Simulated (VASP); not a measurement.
# Ga3Mo (Pm-3m) in VASP: relaxation of cell and atoms with PBE

Aim: the relaxation of cell and atoms of Ga3Mo with PBE.

Program: VASP 6.6.1. These are calculated values, not measurements. Logs are shortened: lines on timing, memory, paths and dates and some standing lists are left out, and cuts for length are marked.

**1. The cell of the first run**

It takes space group Pm-3m (No. 221, cubic). Conventional cell: a = 3.970 Å, b = 3.970 Å, c = 3.970 Å, α = 90.00°, β = 90.00°, γ = 90.00°. Within 3.7 Å of Ga (site symmetry 4/mmm) lie 8 Ga at 2.81 Å and 4 Mo at 2.81 Å. Mo (site symmetry m-3m) has 12 Ga at 2.81 Å within 3.7 Å.

**2. Relaxation of cell and atoms, PBE**

File INCAR:

```
ALGO = Fast
EDIFF = 1E-7
EDIFFG = -0.01
ENCUT = 600
GGA = PE
IBRION = 2
ISIF = 3
ISMEAR = 0
LASPH = T
LCHARG = F
LREAL = F
LWAVE = F
NELM = 60
NSW = 100
PREC = Accurate
SIGMA = 0.1
```

File KPOINTS:

```
k-points
0
Gamma
  12 12 12
```

File POSCAR:

```
Ga3Mo
1.0
    3.9696923168      0.0000000000      0.0000000000
    0.0000000000      3.9696923168      0.0000000000
    0.0000000000      0.0000000000      3.9696923168
Ga Mo
3 1
Direct
    0.0000000000      0.5000000000      0.5000000000
    0.5000000000      0.0000000000      0.5000000000
    0.5000000000      0.5000000000      0.0000000000
    0.0000000000      0.0000000000      0.0000000000
```

Potentials or basis: VASP PAW PBE potentials, release 64 (Ga_d, Mo_sv).

On the command line:

```
> cat potpaw_PBE.64/Ga_d/POTCAR potpaw_PBE.64/Mo_sv/POTCAR > POTCAR
> mpirun -np 1 vasp_std > vasp.out
```

OUTCAR:

```text
EDIFF = 1E-7
   EDIFFG = -0.01
   ENCUT = 600
   GGA = PE
   IBRION = 2
   ISIF = 3
   ISMEAR = 0
   LASPH = T
   LREAL = F
   NELM = 60
   NSW = 100
   PREC = Accurate

 ion  position               nearest neighbor table
   1  0.000  0.500  0.500-   2 2.81   3 2.81   4 2.81   3 2.81   4 2.81   2 2.81   4 2.81   4 2.81
                             2 2.81   3 2.81   3 2.81   2 2.81
   2  0.500  0.000  0.500-   1 2.81   3 2.81   4 2.81   3 2.81   4 2.81   1 2.81   3 2.81   3 2.81
                             1 2.81   4 2.81   4 2.81   1 2.81
   3  0.500  0.500  0.000-   1 2.81   2 2.81   4 2.81   1 2.81   2 2.81   2 2.81   4 2.81   2 2.81
                             1 2.81   4 2.81   1 2.81   4 2.81
   4  0.000  0.000  0.000-   1 2.81   2 2.81   3 2.81   1 2.81   2 2.81   1 2.81   3 2.81   1 2.81
                             2 2.81   3 2.81   2 2.81   3 2.81

  LATTYP: Found a simple cubic cell.
 ALAT       =     3.9696923168

  Lattice vectors:

 A1 = (   3.9696923168,   0.0000000000,   0.0000000000)
 A2 = (   0.0000000000,   3.9696923168,   0.0000000000)
 A3 = (   0.0000000000,   0.0000000000,   3.9696923168)

Analysis of symmetry for initial positions (statically):
=====================================================================
 Subroutine PRICEL returns:
 Original cell was already a primitive cell.

 Routine SETGRP: Setting up the symmetry group for a
 simple cubic supercell.

 Subroutine GETGRP returns: Found 48 space group operations
 (whereof 48 operations were pure point group operations)
 out of a pool of 48 trial point group operations.

The static configuration has the point symmetry O_h .

Analysis of symmetry for dynamics (positions and initial velocities):
=====================================================================
 Subroutine PRICEL returns:
 Original cell was already a primitive cell.

 Routine SETGRP: Setting up the symmetry group for a
 simple cubic supercell.

 Subroutine GETGRP returns: Found 48 space group operations
 (whereof 48 operations were pure point group operations)
 out of a pool of 48 trial point group operations.

The dynamic configuration has the point symmetry O_h .

 Subroutine INISYM returns: Found 48 space group operations
 (whereof 48 operations are pure point group operations),
 and found     1 'primitive' translations

----------------------------------------------------------------------------------------

                                     Primitive cell

  volume of cell :      62.5562

  direct lattice vectors                    reciprocal lattice vectors
     3.969692317  0.000000000  0.000000000     0.251908692  0.000000000  0.000000000
     0.000000000  3.969692317  0.000000000     0.000000000  0.251908692  0.000000000
     0.000000000  0.000000000  3.969692317     0.000000000  0.000000000  0.251908692

  length of vectors
     3.969692317  3.969692317  3.969692317     0.251908692  0.251908692  0.251908692

  position of ions in fractional coordinates (direct lattice)
     0.000000000  0.500000000  0.500000000
     0.500000000  0.000000000  0.500000000
     0.500000000  0.500000000  0.000000000
     0.000000000  0.000000000  0.000000000

  ion indices of the primitive-cell ions
   primitive index   ion index
                 1           1
                 2           2
                 3           3
                 4           4

----------------------------------------------------------------------------------------

 KPOINTS: k-points

Automatic generation of k-mesh.
 Grid dimensions read from file:
 generate k-points for:   12   12   12

 Generating k-lattice:

  Cartesian coordinates                     Fractional coordinates (reciprocal lattice)
     0.020992391  0.000000000  0.000000000     0.083333333  0.000000000  0.000000000
     0.000000000  0.020992391  0.000000000     0.000000000  0.083333333  0.000000000
     0.000000000  0.000000000  0.020992391     0.000000000  0.000000000  0.083333333

  Length of vectors
     0.020992391  0.020992391  0.020992391

  Shift w.r.t. Gamma in fractional coordinates (k-lattice)
     0.000000000  0.000000000  0.000000000

 Subroutine IBZKPT returns following result:
 ===========================================

 Found     84 irreducible k-points:

 Following reciprocal coordinates:
            Coordinates               Weight
  0.000000  0.000000  0.000000      1.000000
  0.083333  0.000000  0.000000      6.000000
  0.166667  0.000000  0.000000      6.000000
  0.250000  0.000000  0.000000      6.000000
  0.333333  0.000000  0.000000      6.000000
  0.416667  0.000000  0.000000      6.000000
[... 16 lines left out ...]
  0.333333  0.333333  0.000000     12.000000
  0.416667  0.333333  0.000000     24.000000
 [... further k-points ...]
   k-points           NKPTS =     84   k-points in BZ     NKDIM =     84   number of bands    NBANDS=     31
   number of dos      NEDOS =    301   number of ions     NIONS =      4
   total plane-waves  NPLWV =  32768
   dimension x,y,z NGX =    32 NGY =   32 NGZ =   32
   dimension x,y,z NGXF=    64 NGYF=   64 NGZF=   64
   ions per type =               3   1
   NGX,Y,Z   is equivalent  to a cutoff of  13.40, 13.40, 13.40 a.u.
   NGXF,Y,Z  is equivalent  to a cutoff of  26.80, 26.80, 26.80 a.u.
 SYSTEM =  unknown system
   PREC   = accura    normal or accurate (medium, high low for compatibility)
   ISTART =      0    job   : 0-new  1-cont  2-samecut
   ICHARG =      2    charge: 1-file 2-atom 10-const
   ISPIN  =      1    spin polarized calculation?
   LNONCOLLINEAR =      F non collinear calculations
   LSORBIT =      F    spin-orbit coupling
   LASPH  =      T    aspherical Exc in radial PAW
   ENCUT  =  600.0 eV  44.10 Ry    6.64 a.u.   7.93  7.93  7.93*2*pi/ulx,y,z
   NELM   =     60;   NELMIN=  2; NELMDL= -5     # of ELM steps
   EDIFF  = 0.1E-06   stopping-criterion for ELM
   LREAL  =      F    real-space projection
   EDIFFG = -.1E-01   stopping-criterion for IOM
   NSW    =    100    number of steps for IOM
   IBRION =      2    ionic relax: 0-MD 1-quasi-New 2-CG
   NFREE  =      1    steps in history (QN), initial steepest desc. (CG)
   ISIF   =      3    stress and relaxation
   ISYM   =      2    0-nonsym 1-usesym 2-fastsym
   POTIM  = 0.5000    time-step for ionic-motion
   TEBEG  =    0.0;   TEEND  =   0.0 temperature during run
   PSTRESS=    0.0 pullay stress
   NELECT =      53.0000    total number of electrons
   NUPDOWN=      -1.0000    fix difference up-down
   EMIN   =  10.00;   EMAX   =-10.00  energy-range for DOS
   EFERMI =   0.00;   METHOD = LEGACY
   ISMEAR =     0;   SIGMA  =   0.10  broadening in eV -4-tet -1-fermi 0-gaus
   EFERMI_NEDOS =   21; number of points for ismear=-14 and -15
   IALGO  =     68    algorithm
   IMIX   =      4    mixing-type and parameters
     AMIX     =   0.40;   BMIX     =  1.00
     AMIX_MAG =   1.60;   BMIX_MAG =  1.00
  volume/ion in A,a.u.               =      15.64       105.54
  Fermi-wavevector in a.u.,A,eV,Ry     =   1.549090  2.927355 32.649620  2.399679
  Thomas-Fermi vector in A             =   2.653947
   LORBIT       =      0    0 simple, 1 ext, 2 COOP (PROOUT), +10 PAW based schemes
   GGA     = PE    functional components
   LHFCALC =     F    Hartree Fock is set to
   AEXX    =    0.0000 exact exchange contribution
   IVDW    =     0    specifies the selected vdW correction
   LEPSILON=     F    determine dielectric tensor
   LRPA    =     F    only Hartree local field effects (RPA)
 conjugate gradient relaxation of ions
 non-spin polarized calculation
 RMM-DIIS sequential band-by-band and
 Gauss-broadening in eV      SIGMA  =   0.10
  energy-cutoff  :      600.00
  volume of cell :       62.56
 maximum number of plane-waves:      2176
 NGX is ok and might be reduce to    32
   NGX = 15   NGY = 15   NGZ = 15

 number of electron      52.9999964 magnetization

 Free energy of the ion-electron system (eV)
  ---------------------------------------------------
  ext. energy  EPLUGINS =         0.00000000
  ---------------------------------------------------
  free energy    TOTEN  =       -18.98713961 eV

  energy without entropy =      -18.96431272  energy(sigma->0) =      -18.97572617

 E-fermi :   8.9376     XC(G=0): -12.3531

 val. band max:        8.9369384093   @ k =   0.2500   0.2500   0.1667
 cond. band min:       8.9547768940   @ k =   0.4167   0.2500   0.1667
 fundamental gap:      0.0178384847
 Fermi energy:         8.9376497589

 k-point     1 :       0.0000    0.0000    0.0000
  band No.  band energies     occupation
      1     -52.0565      2.00000
      2     -26.1864      2.00000
      3     -26.1864      2.00000
      4     -26.1864      2.00000
      5      -6.6739      2.00000
      6      -6.6361      2.00000
[... 23 lines left out ...]
     30      11.6448      0.00000
     31      11.6510      0.00000

 k-point     2 :       0.0833    0.0000    0.0000
  band No.  band energies     occupation
      1     -52.0564      2.00000
      2     -26.1882      2.00000
      3     -26.1863      2.00000
      4     -26.1863      2.00000
      5      -6.6662      2.00000
      6      -6.6336      2.00000
[... 23 lines left out ...]
     30      11.5677      0.00000
     31      11.9610      0.00000

 k-point     3 :       0.1667    0.0000    0.0000
  band No.  band energies     occupation
      1     -52.0563      2.00000
      2     -26.1932      2.00000
      3     -26.1861      2.00000
      4     -26.1861      2.00000
      5      -6.6441      2.00000
      6      -6.6266      2.00000
[... 23 lines left out ...]
     30      11.6005      0.00000
     31      13.0719      0.00000

 k-point     4 :       0.2500    0.0000    0.0000
  band No.  band energies     occupation
      1     -52.0561      2.00000
      2     -26.2000      2.00000
      3     -26.1858      2.00000
      4     -26.1858      2.00000
      5      -6.6167      2.00000
      6      -6.6107      2.00000
[... 635 lines left out ...]
     30      11.4850      0.00000
     31      12.3584      0.00000

 k-point    23 :       0.3333    0.3333    0.0000
  band No.  band energies     occupation
      1     -52.0552      2.00000
      2     -26.2049      2.00000
      3     -26.2040      2.00000
      4     -26.1844      2.00000
      5      -6.5304      2.00000
      6      -6.5265      2.00000
[... 23 lines left out ...]
     30      11.1548      0.00000
     31      12.7030      0.00000

 k-point    24 :       0.4167    0.3333    0.0000
  band No.  band energies     occupation
      1     -52.0551      2.00000
      2     -26.2091      2.00000
      3     -26.2039      2.00000
      4     -26.1842      2.00000
      5      -6.5094      2.00000
      6      -6.5069      2.00000
[... 23 lines left out ...]
     30      11.1438      0.00000
     31      12.8634      0.00000

 [... further k-points ...]

------------------------ aborting loop because EDIFF is reached ----------------------------------------

  FORCE on cell =-STRESS in cart. coord.  units (eV):
  Direction    XX          YY          ZZ          XY          YZ          ZX
  --------------------------------------------------------------------------------------
  -------------------------------------------------------------------------------------
  Total        0.0056332      0.0056332      0.0056332     -0.0000000     -0.0000000      0.0000000
  in kB        0.1442768      0.1442768      0.1442768     -0.0000000     -0.0000000      0.0000000
  external PRESSURE =       0.1442768 kB  Pullay stress =       0.0000000 kB

 VOLUME and BASIS-vectors are now :
 -----------------------------------------------------------------------------
  energy-cutoff  :      600.00
  volume of cell :       62.56
      direct lattice vectors                 reciprocal lattice vectors
     3.969692317  0.000000000  0.000000000     0.251908692  0.000000000  0.000000000
     0.000000000  3.969692317  0.000000000     0.000000000  0.251908692  0.000000000
     0.000000000  0.000000000  3.969692317     0.000000000  0.000000000  0.251908692

 POSITION                                       TOTAL-FORCE (eV/Angst)
 -----------------------------------------------------------------------------------
      0.00000      1.98485      1.98485         0.000000      0.000000      0.000000
      1.98485      0.00000      1.98485         0.000000      0.000000      0.000000
      1.98485      1.98485      0.00000         0.000000      0.000000      0.000000
      0.00000      0.00000      0.00000         0.000000      0.000000      0.000000
 -----------------------------------------------------------------------------------
    total drift:                                0.000000     -0.000000     -0.000000

  FREE ENERGIE OF THE ION-ELECTRON SYSTEM (eV)
  ---------------------------------------------------
  free  energy   TOTEN  =       -18.9871396102 eV

  energy  without entropy=      -18.9643127238  energy(sigma->0) =      -18.97572617

 reached required accuracy - stopping structural energy minimisation
```

Wall time 73 s (1 thread of Intel Xeon 6975P-C (Granite Rapids), shared host); peak memory 0.31 GiB.

What came out:

- Free energy: -18.9871 eV
- Pressure after relaxing: 0.0 GPa
- Band gap on the k mesh: zero (an odd number of electrons rules out a gap without spin polarisation)

Final structure:
```cif
data_structure
_symmetry_space_group_name_H-M 'P 1'
_symmetry_Int_Tables_number 1
_cell_length_a 3.9697
_cell_length_b 3.9697
_cell_length_c 3.9697
_cell_angle_alpha 90.000
_cell_angle_beta 90.000
_cell_angle_gamma 90.000
_cell_volume 62.56
loop_
_atom_site_label
_atom_site_type_symbol
_atom_site_fract_x
_atom_site_fract_y
_atom_site_fract_z
_atom_site_occupancy
Ga1 Ga 0.00000 0.50000 0.50000 1
Ga2 Ga 0.50000 0.00000 0.50000 1
Ga3 Ga 0.50000 0.50000 0.00000 1
Mo1 Mo 0.00000 0.00000 0.00000 1
```

Levels at points of the mesh, in eV from the Fermi level:
```csv
k point,band 22,band 23,band 24,band 25,band 26,band 27,band 28,band 29,band 30,band 31
"(0.00, 0.00, 0.00)",-4.27,-2.44,-2.44,-2.44,-0.58,-0.58,-0.58,2.53,2.71,2.71
"(0.50, 0.00, 0.00)",-3.19,-3.19,-3.09,-1.13,-0.51,-0.18,1.25,1.25,2.33,3.12
"(0.50, 0.50, 0.00)",-7.01,-5.54,-2.35,-2.35,-0.03,0.14,0.27,1.80,3.27,3.28
"(0.50, 0.50, 0.50)",-6.49,-5.26,-3.61,-3.61,-3.61,0.21,0.21,1.49,2.22,2.22
```

Caveat: the relaxation stopped at its first step, so nothing moved.
